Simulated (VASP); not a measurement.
# InP (F-43m) in VASP: notebook, part 2 of 2

VASP 6.6.1. The steps go on from the part before.

## Step 4: Relaxation of cell and atoms, r2SCAN

This run uses another cell than the first one, of 26.44 Å³/atom, 1.026 times its volume.

POSCAR reads:

```
InP
1.0
    0.0000000000      2.9791928935      2.9791928935
    2.9791928935      0.0000000000      2.9791928935
    2.9791928935      2.9791928935      0.0000000000
In P
1 1
Direct
    0.0000000000      0.0000000000      0.0000000000
    0.2500000000      0.2500000000      0.2500000000
```

INCAR.step1 reads:

```
SYSTEM = InP
ALGO = Normal ; EDIFF = 1E-4
ENCUT = 600 ; GGA = PE
ISMEAR = -1 ; LASPH = .TRUE.
LCHARG = .FALSE. ; LREAL = .FALSE.
LWAVE = .TRUE. ; NELM = 100
PREC = Accurate ; SIGMA = 0.02
```

INCAR.step2 reads:

```
SYSTEM = InP
ALGO = Normal ; EDIFF = 1E-6
EDIFFG = -0.005 ; ENCUT = 600
IBRION = 2 ; ISIF = 3
ISMEAR = -1 ; ISTART = 1
LASPH = .TRUE. ; LCHARG = .FALSE.
LMIXTAU = .TRUE. ; LREAL = .FALSE.
LWAVE = .FALSE. ; METAGGA = R2SCAN
NELM = 100 ; NSW = 80
PREC = Accurate ; SIGMA = 0.02
```

KPOINTS reads:

```
k-points
0
G
  6 6 6
  0 0 0
```

Run with:

```console
cat potpaw_PBE.64/In_d/POTCAR potpaw_PBE.64/P/POTCAR > POTCAR
cp INCAR.step1 INCAR
mpirun -np 1 vasp_std > vasp.out
cp INCAR.step2 INCAR
mpirun -np 1 vasp_std > vasp.out
```

It took 93 s on 1 thread of Intel Xeon Platinum 8559C (Emerald Rapids), shared host; peak memory 0.23 GiB.

It converged, with:

| Quantity | Value |
| --- | --- |
| Free energy | -32.2897 eV |
| Relaxed volume | 25.74 Å³/atom |
| Relaxed cell | a = 4.175 Å, b = 4.175 Å, c = 4.175 Å, α = 60.00°, β = 60.00°, γ = 60.00° |
| Space group after relaxing (to 0.05 Å) | F-43m (No. 216) |
| Energy gained by relaxing | 4.0 meV/atom |
| Ionic steps | 3 |
| Pressure after relaxing | 0.0 GPa |
| Band gap on the k mesh | 1.04 eV, direct |

The path:
```tsv
step	energy change (eV)	largest force (eV/Å)	pressure (GPa)	volume (Å³)
1	0.0000	0.0000	-1.75	52.88
2	-0.0054	0.0000	1.07	50.71
3	-0.0079	0.0000	0.01	51.47
```

Final structure:
```
CELL_PARAMETERS angstrom
0.00000 2.95240 2.95240
2.95240 0.00000 2.95240
2.95240 2.95240 0.00000
ATOMIC_POSITIONS crystal
In 0.00000 0.00000 0.00000
P 0.25000 0.25000 0.25000
```

Levels at points of the mesh, in eV from the valence-band top:
| k point | band 6 | band 7 | band 8 | band 9 | band 10 | band 11 | band 12 | band 13 |
| --- | --- | --- | --- | --- | --- | --- | --- | --- |
| (0.00, 0.00, 0.00) | -11.84 | 0.00 | 0.00 | 0.00 | 1.04 | 4.44 | 4.44 | 4.44 |
| (0.50, 0.00, 0.00) | -10.11 | -5.76 | -0.98 | -0.98 | 1.80 | 5.15 | 5.15 | 7.50 |
| (0.50, 0.50, 0.00) | -9.46 | -5.78 | -2.33 | -2.33 | 2.04 | 2.54 | 9.73 | 10.16 |

Caveat: the PAW data sets were made with another functional, which shifts forces and pressure a little; spin-orbit coupling is left out, which moves the levels of the heavy elements. r2SCAN opens gaps a little over a GGA but as a rule still falls short of measured ones.

## Step 5: Single point, PBE, non-collinear spin, zero start, spin-orbit coupling

INCAR reads:

```
SYSTEM = InP
  ALGO = Normal
  EDIFF = 1E-7
  ENCUT = 520
  GGA = PE
  GGA_COMPAT = .FALSE.
  ISIF = 2
  ISMEAR = -1
  LASPH = .TRUE.
  LCHARG = .FALSE.
  LNONCOLLINEAR = .TRUE.
  LORBIT = 11
  LORBMOM = .TRUE.
  LREAL = .FALSE.
  LSORBIT = .TRUE.
  LWAVE = .FALSE.
  MAGMOM = 0 0 0 0 0 0
  NBANDS = 30
  NELM = 150
  PREC = Accurate
  SIGMA = 0.02
```

KPOINTS reads:

```
k-points
0
G
  8 8 8
  0 0 0
```

POSCAR reads:

```
InP
1.0
    0.0000000000      2.9537876420      2.9537876420
    2.9537876420      0.0000000000      2.9537876420
    2.9537876420      2.9537876420      0.0000000000
In P
1 1
Direct
    0.0000000000      0.0000000000      0.0000000000
    0.2500000000      0.2500000000      0.2500000000
```

Potentials or basis: VASP PAW PBE potentials, release 64 (In_d, P).

Run with:

```console
cat potpaw_PBE.64/In_d/POTCAR potpaw_PBE.64/P/POTCAR > POTCAR
mpirun -np 1 vasp_ncl > vasp.out
```

OUTCAR:

```text
SYSTEM = InP
   EDIFF = 1E-7
   ENCUT = 520
   GGA = PE
   ISIF = 2
   ISMEAR = -1
   LASPH = .TRUE.
   LNONCOLLINEAR = .TRUE.
   LORBIT = 11
   LREAL = .FALSE.
   LSORBIT = .TRUE.
   NELM = 150
   PREC = Accurate

 ion  position               nearest neighbor table
   1  0.000  0.000  0.000-   2 2.56   2 2.56   2 2.56   2 2.56
   2  0.250  0.250  0.250-   1 2.56   1 2.56   1 2.56   1 2.56

  LATTYP: Found a face centered cubic cell.
 ALAT       =     5.9075752840

  Lattice vectors:

 A1 = (   0.0000000000,   2.9537876420,   2.9537876420)
 A2 = (   2.9537876420,   0.0000000000,   2.9537876420)
 A3 = (   2.9537876420,   2.9537876420,   0.0000000000)

Analysis of symmetry for initial positions (statically):
=====================================================================
 Subroutine PRICEL returns:
 Original cell was already a primitive cell.

 Routine SETGRP: Setting up the symmetry group for a
 face centered cubic supercell.
[... 1080 lines left out ...]
     0.0000000     0.0000000     0.0000000     0.0000000     0.0000000     0.0000000     0.0000000
     0.0000000     0.0000000     0.0000000     0.0000000     0.0000000     0.0000000     0.0000000
     0.0000000     0.0000000     0.0000000     0.0000000     0.0000000     0.0000000     0.0000000
     0.0000000     0.0000000     0.0000000     0.0000000     0.0000000     0.0000000     0.0000000

 total charge

# of ion       s       p       d       tot
------------------------------------------
    1        0.826   0.744   9.897  11.467
    2        1.032   1.483   0.000   2.515
--------------------------------------------------
tot          1.858   2.228   9.897  13.982

 magnetization (x)

# of ion       s       p       d       tot
------------------------------------------
    1        0.000   0.000   0.000   0.000
    2       -0.000   0.000   0.000   0.000
--------------------------------------------------
tot         -0.000   0.000   0.000   0.000

 magnetization (y)

# of ion       s       p       d       tot
------------------------------------------
    1       -0.000   0.000   0.000  -0.000
    2        0.000  -0.000   0.000  -0.000
--------------------------------------------------
tot          0.000  -0.000   0.000  -0.000

 magnetization (z)

# of ion       s       p       d       tot
------------------------------------------
    1        0.000  -0.000  -0.000  -0.000
    2       -0.000   0.000   0.000   0.000
--------------------------------------------------
tot         -0.000   0.000  -0.000   0.000
```

OSZICAR:

```text
N       E                     dE             d eps       ncg     rms          rms(c)
DAV:   1     0.158153627784E+03    0.15815E+03   -0.79469E+03  2592   0.135E+03
DAV:   2     0.913576220192E+01   -0.14902E+03   -0.14197E+03  2610   0.367E+02
DAV:   3    -0.803185347855E+01   -0.17168E+02   -0.16865E+02  3114   0.129E+02
DAV:   4    -0.880458085542E+01   -0.77273E+00   -0.77070E+00  3104   0.272E+01
DAV:   5    -0.884488510476E+01   -0.40304E-01   -0.40298E-01  3968   0.595E+00    0.554E+00
DAV:   6    -0.845524796651E+01    0.38964E+00   -0.52940E-01  3700   0.136E+01    0.323E+00
DAV:   7    -0.843477970784E+01    0.20468E-01   -0.24640E-01  4016   0.356E+00    0.138E+00
DAV:   8    -0.843417410230E+01    0.60561E-03   -0.17674E-02  3902   0.187E+00    0.759E-01
DAV:   9    -0.843487071879E+01   -0.69662E-03   -0.19969E-03  3002   0.321E-01    0.199E-01
DAV:  10    -0.843496429175E+01   -0.93573E-04   -0.10155E-03  3644   0.570E-01    0.116E-01
DAV:  11    -0.843511231532E+01   -0.14802E-03   -0.30740E-04  3290   0.203E-01    0.171E-02
DAV:  12    -0.843512213139E+01   -0.98161E-05   -0.31916E-05  3226   0.432E-02    0.171E-02
DAV:  13    -0.843512232652E+01   -0.19512E-06   -0.28305E-06  3904   0.145E-02    0.144E-02
DAV:  14    -0.843512239795E+01   -0.71431E-07   -0.16155E-07  2644   0.256E-03
   1 F= -.84351224E+01 E0= -.84351224E+01  d E =-.321702E-08  mag=    -0.0000     0.0000    -0.0000
```

stdout:

```text
POSCAR found type information on POSCAR InP
 POSCAR found :  2 types and       2 ions
 scaLAPACK will be used
 LDA part: xc-table for (Slater+PW92), standard interpolation
 POSCAR, INCAR and KPOINTS ok, starting setup
 FFT: planning ... GRIDC
 FFT: planning ... GRID_SOFT
 FFT: planning ... GRID
 WAVECAR not read
 entering main loop
```

It took 72 s on 1 thread of Intel Xeon Platinum 8559C (Emerald Rapids), shared host; peak memory 0.35 GiB.

What came out:

| Property | Result |
| --- | --- |
| Free energy | -8.4351 eV |
| Pressure | 1.6 GPa |
| Net moment | 0.00 μB per cell |
| Valence electrons inside the program's atomic spheres | In 11.47; P 2.52 |

Moments on the atoms (μB; x, y, z):
```
In  0.00 0.00 0.00
P   0.00 0.00 0.00
```

## Step 6: Overview

| task | level | spin | cell | k mesh | cutoff (eV) | smearing | gap on the mesh (eV) | pressure (GPa) |
| --- | --- | --- | --- | --- | --- | --- | --- | --- |
| single point | r2SCAN | off | a = 4.177 Å, angles 60.0°, 2 atoms | 6 × 6 × 6 | 520 | fermi-dirac 0.02 eV | 1.03 | -0.1 |
| single point | r2SCAN | off | a = 4.177 Å, angles 60.0°, 2 atoms | 8 × 8 × 8 | 520 | gaussian 0.01 eV | 1.03 | -0.1 |
| relaxation of cell and atoms | r2SCAN | off | relaxed from a = 4.213 Å, angles 60.0°, 2 atoms | 6 × 6 × 6 | 600 | fermi-dirac 0.02 eV | 1.04 | 0.0 |
| single point | PBE | non-collinear, zero start, SOC | a = 4.177 Å, angles 60.0°, 2 atoms | 8 × 8 × 8 | 520 | fermi-dirac 0.02 eV | - | 1.6 |

Alike in all rows: potentials or basis VASP PAW PBE potentials, release 64 (In_d, P).

The pressure there spans -0.1 GPa (r2SCAN) to 1.6 GPa (PBE); a positive pressure means that this level wants a larger cell, a negative one a smaller.

Caveats: the PAW data sets were made with another functional, which shifts forces and pressure a little (some runs); spin-orbit coupling is left out, which moves the levels of the heavy elements (some runs).

Absolute energies hang on the potentials; compare differences alone.
